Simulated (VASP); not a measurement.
Here is a VASP 6.6.1 calculation.

INCAR

```
SYSTEM = AgI
ALGO = Normal
EDIFF = 1E-8
ENCUT = 500
GGA = PS
GGA_COMPAT = .False.
IBRION = 8
ISIF = 2
ISMEAR = 0
LASPH = .True.
LCHARG = .False.
LREAL = .False.
LWAVE = .False.
NELM = 120
NSW = 1
PREC = Accurate
SIGMA = 0.01
```

The input KPOINTS:

```
k-points
0
Gamma
  6 6 6
  0 0 0
```

The input POSCAR:

```
AgI
1.0
    3.3015582936      3.3015582936      0.0000000000
   -3.3015582936      3.3015582936      0.0000000000
    0.0000000000      3.3015582936      3.3015582936
Ag I
1 1
Direct
    0.0000000000      0.0000000000      0.0000000000
    0.7500000000      0.2500000000      0.5000000000
```

Potentials or basis: VASP PAW PBE potentials, release 64 (Ag, I).

Launch:

```sh
$ cat potpaw_PBE.64/Ag/POTCAR potpaw_PBE.64/I/POTCAR > POTCAR
$ mpirun -np 1 vasp_std > vasp.out
```

Q: What does it give for the highest phonon frequency at Γ, LO-TO splitting left out?

A: 87 cm⁻¹.

Phonon frequencies in cm⁻¹ (negative: imaginary):
```
              q point     frequencies
(0.000, 0.000, 0.000)  0 0 0 87 87 87
```

Caveat: the cell wasn't relaxed at this level first, which shifts response properties.
